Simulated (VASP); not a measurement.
The system is CsPbCl3.

```
Pb Cs Cl
1.0
     5.60500    0.00000    0.00000
     0.00000    5.60500    0.00000
     0.00000    0.00000    5.60500
Pb Cs Cl
1 1 3
Direct
  0.50000 0.50000 0.50000
  0.00000 0.00000 0.00000
  0.50000 0.00000 0.50000
  0.00000 0.50000 0.50000
  0.50000 0.50000 0.00000
```

- Program: VASP 6.6.1
- Task: relaxation of cell and atoms
- Functional: PBE
- Potentials or basis: VASP PAW PBE potentials, release 64 (Pb_d, Cs_sv, Cl)
- Cutoff: 600 eV
- k mesh: 5 × 5 × 5
- Occupations: fermi-dirac, width 0.05 eV
- Spin: no spin polarisation

At the start: pressure 1.7 GPa; volume 35.22 Å³/atom.

How do energy, volume and symmetry change on relaxing?

Over 3 steps the energy falls by 12.4 meV/atom and the volume is 37.68 Å³/atom (+7.0 %); space group Pm-3m (No. 221, to 0.1 Å) before and after.

Step by step:
```csv
step,energy change (eV),largest force (eV/Å),pressure (GPa),volume (Å³)
1,0.0000,0.0000,1.72,176.09
2,-0.0596,0.0000,0.29,185.91
3,-0.0618,0.0000,-0.02,188.41
```

Final structure:
```
CELL_PARAMETERS angstrom
5.73284 0.00000 0.00000
0.00000 5.73284 0.00000
0.00000 0.00000 5.73284
ATOMIC_POSITIONS crystal
Pb 0.50000 0.50000 0.50000
Cs 0.00000 0.00000 0.00000
Cl 0.50000 0.00000 0.50000
Cl 0.00000 0.50000 0.50000
Cl 0.50000 0.50000 0.00000
```
